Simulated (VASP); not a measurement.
Runs of VASP 6.6.1 on Pt. The structure is that of space group Fm-3m (No. 225), or close to it. The cells are those of the table. 

| task | level | spin | cell | k mesh | cutoff (eV) | gap on the mesh (eV) | pressure (GPa) |
| --- | --- | --- | --- | --- | --- | --- | --- |
| single point | PBEsol | off | a = 2.771 Å, angles 60.0°, 1 atom | 18 × 18 × 18 | 520 | none | (a) |
| single point | PBEsol | off | a = 2.773 Å, angles 60.0°, 1 atom | 8 × 8 × 8 | 520 | none | -1.8 |
| single point | PBEsol | non-collinear, zero start, SOC | a = 2.771 Å, angles 60.0°, 1 atom | 18 × 18 × 18 | 520 | - | 0.4 |
| relaxation of cell and atoms | PBEsol | off | relaxed from a = 2.773 Å, angles 60.0°, 1 atom | 18 × 18 × 18 | 600 | none | 0.0 |
| single point | r2SCAN | off | a = 2.771 Å, angles 60.0°, 1 atom | 18 × 18 × 18 | 520 | none | 5.6 |

Alike in all rows: potentials or basis VASP PAW PBE potentials, release 64 (Pt); smearing gaussian 0.1 eV.

Problem. Estimate the missing entries.

Solution. (a) -0.4.

Caveats: the PAW data sets were made with another functional, which shifts forces and pressure a little; spin-orbit coupling is left out, which moves the levels of the heavy elements (at least some runs); the cell stands under pressure (at least some runs).

A k mesh can miss the band edges, and rows without SOC leave out spin-orbit coupling on Pt.

A gap of «none» marks levels without a gap at the run's occupations.
